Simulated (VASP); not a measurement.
A run of VASP 6.6.1:

File INCAR:

```
PREC = Accurate
ENCUT = 520
EDIFF = 1E-6
ISMEAR = 0
SIGMA = 0.1
LREAL = F
LASPH = T
NELM = 80
ALGO = Normal
ISIF = 2
LWAVE = F
LCHARG = F
GGA = PE
NBANDS = 12
```

Contents of KPOINTS:

```
regular mesh
0
Gamma
  14 10 10
```

The input POSCAR:

```
Sb
1.0
    3.1104776758      0.0000000000      0.0001344108
    0.0000000000      4.3964238707      0.0000000000
   -0.0093062883      0.0000000000      4.3072243057
Sb
2
Direct
    0.0001822398      0.7500000000      0.7499297071
    0.9998177602      0.2500000000      0.2500702929
```

Potentials or basis: VASP PAW PBE potentials, release 64 (Sb).

Run with:

```sh
$ cat potpaw_PBE.64/Sb/POTCAR > POTCAR
$ mpirun -np 1 vasp_std > vasp.out
```

Hardware: 1 thread of Intel Xeon 6975P-C (shared host).

Estimate the wall time of this run.

Run time: 100 s on 1 thread of Intel Xeon 6975P-C, with other jobs on the host, peak memory 0.38 GiB. Counts: scf iterations 11, k points 432.
